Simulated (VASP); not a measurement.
# SrCl2 (Fm-3m) in VASP: further runs, part 3 of 3

VASP 6.6.1. The steps go on from the part before.

## Step 4: Relaxation of cell and atoms, r2SCAN

This run uses another cell than the first one, of 28.30 Å³/atom.

Contents of POSCAR:

```
SrCl2
1.0
    0.0000000000      3.4883500000      3.4883500000
    3.4883500000      0.0000000000      3.4883500000
    3.4883500000      3.4883500000      0.0000000000
Sr Cl
1 2
Direct
    0.0000000000      0.0000000000      0.0000000000
    0.2500000000      0.2500000000      0.2500000000
    0.7500000000      0.7500000000      0.7500000000
```

Contents of INCAR.step1:

```
ALGO = Normal
EDIFF = 1E-4
ENCUT = 600
GGA = PE
ISMEAR = 0
LASPH = T
LCHARG = F
LREAL = F
LWAVE = T
NELM = 100
PREC = Accurate
SIGMA = 0.02
```

Contents of INCAR.step2:

```
ALGO = Normal
EDIFF = 1E-7
EDIFFG = -0.005
ENCUT = 600
IBRION = 2
ISIF = 3
ISMEAR = 0
ISTART = 1
LASPH = T
LCHARG = F
LMIXTAU = T
LREAL = F
LWAVE = F
METAGGA = R2SCAN
NELM = 100
NSW = 100
PREC = Accurate
SIGMA = 0.02
```

Contents of KPOINTS:

```
k-points
0
Gamma
  6 6 6
```

Potentials or basis: VASP PAW PBE potentials, release 64 (Sr_sv, Cl).

Launch:

```
$ cat potpaw_PBE.64/Sr_sv/POTCAR potpaw_PBE.64/Cl/POTCAR > POTCAR
$ cp INCAR.step1 INCAR
$ mpirun -np 1 vasp_std > vasp.out
$ cp INCAR.step2 INCAR
$ mpirun -np 1 vasp_std > vasp.out
```

OUTCAR:

```text
EDIFF = 1E-7
   EDIFFG = -0.005
   ENCUT = 600
   IBRION = 2
   ISIF = 3
   ISMEAR = 0
   ISTART = 1
   LASPH = T
   LREAL = F
   METAGGA = R2SCAN
   NELM = 100
   NSW = 100
   PREC = Accurate

 ion  position               nearest neighbor table
   1  0.000  0.000  0.000-   3 3.02   3 3.02   3 3.02   2 3.02   3 3.02   2 3.02   2 3.02   2 3.02

   2  0.250  0.250  0.250-   1 3.02   1 3.02   1 3.02   1 3.02
   3  0.750  0.750  0.750-   1 3.02   1 3.02   1 3.02   1 3.02

  LATTYP: Found a face centered cubic cell.
 ALAT       =     6.9767000000

  Lattice vectors:

 A1 = (   0.0000000000,   3.4883500000,   3.4883500000)
 A2 = (   3.4883500000,   0.0000000000,   3.4883500000)
 A3 = (   3.4883500000,   3.4883500000,   0.0000000000)

Analysis of symmetry for initial positions (statically):
=====================================================================
 Subroutine PRICEL returns:
 Original cell was already a primitive cell.

 Routine SETGRP: Setting up the symmetry group for a
 face centered cubic supercell.

 Subroutine GETGRP returns: Found 48 space group operations
 (whereof 48 operations were pure point group operations)
 out of a pool of 48 trial point group operations.

The static configuration has the point symmetry O_h .

Analysis of symmetry for dynamics (positions and initial velocities):
=====================================================================
 Subroutine PRICEL returns:
 Original cell was already a primitive cell.

 Routine SETGRP: Setting up the symmetry group for a
 face centered cubic supercell.

 Subroutine GETGRP returns: Found 48 space group operations
 (whereof 48 operations were pure point group operations)
 out of a pool of 48 trial point group operations.

The dynamic configuration has the point symmetry O_h .

 Subroutine INISYM returns: Found 48 space group operations
 (whereof 48 operations are pure point group operations),
 and found     1 'primitive' translations

----------------------------------------------------------------------------------------

                                     Primitive cell

  volume of cell :      84.8966

  direct lattice vectors                    reciprocal lattice vectors
     0.000000000  3.488350000  3.488350000    -0.143334241  0.143334241  0.143334241
     3.488350000  0.000000000  3.488350000     0.143334241 -0.143334241  0.143334241
     3.488350000  3.488350000  0.000000000     0.143334241  0.143334241 -0.143334241

  length of vectors
     4.933271880  4.933271880  4.933271880     0.248262188  0.248262188  0.248262188

  position of ions in fractional coordinates (direct lattice)
     0.000000000  0.000000000  0.000000000
     0.250000000  0.250000000  0.250000000
     0.750000000  0.750000000  0.750000000
[... 98 lines left out ...]
   LEPSILON=     F    determine dielectric tensor
   LRPA    =     F    only Hartree local field effects (RPA)
 conjugate gradient relaxation of ions
 non-spin polarized calculation
 Gauss-broadening in eV      SIGMA  =   0.02
  energy-cutoff  :      600.00
  volume of cell :       84.90
 maximum number of plane-waves:      2874
   NGX = 19   NGY = 19   NGZ = 19

--------------------------------------- Ionic step        1  -------------------------------------------

 number of electron      24.0000003 magnetization

 Free energy of the ion-electron system (eV)
  ---------------------------------------------------
  ext. energy  EPLUGINS =         0.00000000
  ---------------------------------------------------
  free energy    TOTEN  =       -35.69787017 eV

  energy without entropy =      -35.69787017  energy(sigma->0) =      -35.69787017

------------------------ aborting loop because EDIFF is reached ----------------------------------------

  FORCE on cell =-STRESS in cart. coord.  units (eV):
  Direction    XX          YY          ZZ          XY          YZ          ZX
  --------------------------------------------------------------------------------------
  -------------------------------------------------------------------------------------
  Total        0.2032821      0.2032821      0.2032821      0.0000000      0.0000000      0.0000000
  in kB        3.8363621      3.8363621      3.8363621      0.0000000      0.0000000      0.0000000
  external PRESSURE =       3.8363621 kB  Pullay stress =       0.0000000 kB

 VOLUME and BASIS-vectors are now :
 -----------------------------------------------------------------------------
  energy-cutoff  :      600.00
  volume of cell :       84.90
      direct lattice vectors                 reciprocal lattice vectors
     0.000000000  3.488350000  3.488350000    -0.143334241  0.143334241  0.143334241
     3.488350000  0.000000000  3.488350000     0.143334241 -0.143334241  0.143334241
     3.488350000  3.488350000  0.000000000     0.143334241  0.143334241 -0.143334241

 POSITION                                       TOTAL-FORCE (eV/Angst)
 -----------------------------------------------------------------------------------
      0.00000      0.00000      0.00000         0.000000      0.000000      0.000000
      1.74418      1.74418      1.74418         0.000000      0.000000      0.000000
      5.23252      5.23252      5.23252        -0.000000     -0.000000     -0.000000
 -----------------------------------------------------------------------------------
    total drift:                               -0.000000     -0.000000      0.000000

  FREE ENERGIE OF THE ION-ELECTRON SYSTEM (eV)
  ---------------------------------------------------
  free  energy   TOTEN  =       -35.6978701730 eV

  energy  without entropy=      -35.6978701730  energy(sigma->0) =      -35.69787017

--------------------------------------- Ionic step        2  -------------------------------------------

 number of electron      24.0000002 magnetization

 Free energy of the ion-electron system (eV)
  ---------------------------------------------------
  ext. energy  EPLUGINS =         0.00000000
  ---------------------------------------------------
  free energy    TOTEN  =       -35.69887299 eV

  energy without entropy =      -35.69887299  energy(sigma->0) =      -35.69887299

 E-fermi :  -0.1255     XC(G=0):  -8.7224

 val. band max:       -0.2853460225   @ k =   0.5000   0.5000   0.0000
 cond. band min:       5.6451654326   @ k =   0.0000   0.0000   0.0000
 fundamental gap:      5.9305114551
 Fermi energy:        -0.1254562353

 k-point     1 :       0.0000    0.0000    0.0000
  band No.  band energies     occupation
      1     -34.2676      2.00000
      2     -15.6334      2.00000
      3     -15.6334      2.00000
      4     -15.6334      2.00000
      5     -14.1414      2.00000
      6     -13.2866      2.00000
[... 281 lines left out ...]
      3     -15.7545      2.00000
      4     -15.6647      2.00000
      5     -13.5293      2.00000
      6     -13.4210      2.00000
[... 8 lines left out ...]
     15       7.5512      0.00000
     16       7.8306      0.00000

------------------------ aborting loop because EDIFF is reached ----------------------------------------

  FORCE on cell =-STRESS in cart. coord.  units (eV):
  Direction    XX          YY          ZZ          XY          YZ          ZX
  --------------------------------------------------------------------------------------
  -------------------------------------------------------------------------------------
  Total        0.0031385      0.0031385      0.0031385     -0.0000000     -0.0000000     -0.0000000
  in kB        0.0586528      0.0586528      0.0586528     -0.0000000     -0.0000000     -0.0000000
  external PRESSURE =       0.0586528 kB  Pullay stress =       0.0000000 kB

 VOLUME and BASIS-vectors are now :
 -----------------------------------------------------------------------------
  energy-cutoff  :      600.00
  volume of cell :       85.73
      direct lattice vectors                 reciprocal lattice vectors
     0.000000000  3.499753263  3.499753263    -0.142867214  0.142867214  0.142867214
     3.499753263 -0.000000000  3.499753263     0.142867214 -0.142867214  0.142867214
     3.499753263  3.499753263 -0.000000000     0.142867214  0.142867214 -0.142867214

 POSITION                                       TOTAL-FORCE (eV/Angst)
 -----------------------------------------------------------------------------------
      0.00000      0.00000      0.00000         0.000000     -0.000000     -0.000000
      1.74988      1.74988      1.74988         0.000000      0.000000      0.000000
      5.24963      5.24963      5.24963        -0.000000     -0.000000     -0.000000
 -----------------------------------------------------------------------------------
    total drift:                               -0.000000     -0.000000      0.000000

  FREE ENERGIE OF THE ION-ELECTRON SYSTEM (eV)
  ---------------------------------------------------
  free  energy   TOTEN  =       -35.6988729871 eV

  energy  without entropy=      -35.6988729871  energy(sigma->0) =      -35.69887299

 reached required accuracy - stopping structural energy minimisation
```

OUTCAR.step1:

```text
EDIFF = 1E-4
   ENCUT = 600
   GGA = PE
   ISMEAR = 0
[... 519 lines left out ...]
      0.00000      0.00000      0.00000         0.000000     -0.000000      0.000000
      1.74418      1.74418      1.74418        -0.000000     -0.000000      0.000000
      5.23252      5.23252      5.23252        -0.000000      0.000000     -0.000000
 -----------------------------------------------------------------------------------
    total drift:                               -0.000000     -0.000000      0.000000

  FREE ENERGIE OF THE ION-ELECTRON SYSTEM (eV)
  ---------------------------------------------------
  free  energy   TOTEN  =       -12.7826069020 eV

  energy  without entropy=      -12.7826069020  energy(sigma->0) =      -12.78260690
```

OSZICAR.step1:

```text
N       E                     dE             d eps       ncg     rms          rms(c)
DAV:   1     0.160943177062E+03    0.16094E+03   -0.12406E+04   512   0.149E+03
DAV:   2    -0.319216866415E+01   -0.16414E+03   -0.15997E+03   672   0.267E+02
DAV:   3    -0.127170566507E+02   -0.95249E+01   -0.95141E+01   744   0.675E+01
DAV:   4    -0.130558111399E+02   -0.33875E+00   -0.33869E+00   840   0.980E+00
DAV:   5    -0.130589893264E+02   -0.31782E-02   -0.31780E-02   752   0.871E-01    0.129E+01
DAV:   6    -0.127642100276E+02    0.29478E+00   -0.78043E-01   672   0.513E+00    0.843E+00
DAV:   7    -0.127750627763E+02   -0.10853E-01   -0.45508E-01   776   0.429E+00    0.205E+00
DAV:   8    -0.127797503762E+02   -0.46876E-02   -0.64360E-02   656   0.152E+00    0.329E-01
DAV:   9    -0.127812016690E+02   -0.14513E-02   -0.25246E-03   752   0.316E-01    0.123E-01
DAV:  10    -0.127825285893E+02   -0.13269E-02   -0.11758E-03   600   0.232E-01    0.328E-02
DAV:  11    -0.127826069020E+02   -0.78313E-04   -0.95140E-05   608   0.607E-02
   1 F= -.12782607E+02 E0= -.12782607E+02  d E =-.129117E-15
```

It took 3.3 min on 1 thread of AMD EPYC 7R13 (Zen 3), shared host; peak memory 0.24 GiB.

Results:

* Free energy: -35.6989 eV
* Relaxed volume: 28.58 Å³/atom
* Relaxed cell: a = 4.949 Å, b = 4.949 Å, c = 4.949 Å, α = 60.00°, β = 60.00°, γ = 60.00°
* Space group after relaxing (to 0.1 Å): Fm-3m (No. 225)
* Energy gained by relaxing: 0.3 meV/atom
* Ionic steps: 2
* Pressure after relaxing: 0.0 GPa
* Band gap on the k mesh: 5.93 eV (least direct gap 6.00 eV)

The path:
```
step  energy change (eV)  largest force (eV/Å)  pressure (GPa)  volume (Å³)
   1              0.0000                0.0000            0.38        84.90
   2             -0.0010                0.0000            0.01        85.73
```

Final structure:
```xyz
3
Lattice="0.0000 3.4998 3.4998 3.4998 0.0000 3.4998 3.4998 3.4998 0.0000" Properties=species:S:1:pos:R:3 pbc="T T T"
Sr    0.0000    0.0000    0.0000
Cl    1.7499    1.7499    1.7499
Cl    5.2496    5.2496    5.2496
```

Levels at points of the mesh, in eV from the valence-band top:
```
           k point  band 9  band 10  band 11  band 12  band 13  band 14  band 15  band 16
(0.00, 0.00, 0.00)   -2.12    -0.34    -0.34    -0.34     5.93     6.69     6.69     9.61
(0.50, 0.00, 0.00)   -1.47    -1.33    -1.05    -1.05     7.28     7.28     8.22     8.22
(0.50, 0.50, 0.00)   -1.90    -0.39    -0.39     0.00     6.00     7.76     8.19     8.68
```

Caveat: the PAW data sets were made with another functional, which shifts forces and pressure a little.

## Step 5: Overview

| task | cell | cutoff (eV) | gap on the mesh (eV) | pressure (GPa) |
| --- | --- | --- | --- | --- |
| single point | a = 5.043 Å, angles 60.0°, 3 atoms | 520 | 5.72 | -1.9 |
| single point | a = 5.106 Å, angles 60.0°, 3 atoms | 520 | 5.59 | -2.9 |
| relaxation of cell and atoms | relaxed from a = 4.933 Å, angles 60.0°, 3 atoms | 600 | 5.93 | 0.0 |

Alike in all rows: level r2SCAN; potentials or basis VASP PAW PBE potentials, release 64 (Sr_sv, Cl); no spin polarisation; k mesh 6 × 6 × 6; smearing gaussian 0.02 eV.

Caveats: the PAW data sets were made with another functional, which shifts forces and pressure a little.

Total energies depend on the potentials used, so only differences within one code and one set of settings carry meaning.
